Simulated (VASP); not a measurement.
Ru, 2 atoms in the cell. Symmetry: Fd-3m, No. 227, cubic system. Conventional cell: a = 5.227 Å, b = 5.227 Å, c = 5.227 Å, α = 90.00°, β = 90.00°, γ = 90.00°. Ru (site symmetry -43m) has 4 Ru at 2.26 Å within 3.0 Å. This isn't the form of Ru at room conditions, which is hcp.

```yaml
Program: VASP 6.6.1
Task: single point
Functional: PBE
Potentials_or_basis: VASP PAW PBE potentials, release 64 (Ru_pv)
Cutoff: 520 eV
k_mesh: 16 × 16 × 16
Occupations: fermi-dirac, width 0.05 eV
Spin: collinear spin, ferromagnetic start
Starting_moments: "[1.0, 1.0] μB"
Dipole_correction: no
Further_INCAR_settings: ALGO = Normal; EDIFF = 1e-06; NBANDS = 25
```

Potentials or basis: VASP PAW PBE potentials, release 64 (Ru_pv).

Command:

```bash
$ cat potpaw_PBE.64/Ru_pv/POTCAR > POTCAR
$ mpirun -np 1 vasp_std > vasp.out
```

Hardware: 1 thread of Intel(R) Xeon(R) Platinum 8488C (Sapphire Rapids) (shared host).

Q: Estimate the wall time of this run.

A: It took 2.1 min on 1 thread of Intel(R) Xeon(R) Platinum 8488C (Sapphire Rapids) (shared host), peak memory 0.29 GiB. Counts: scf iterations 13, k points 145.
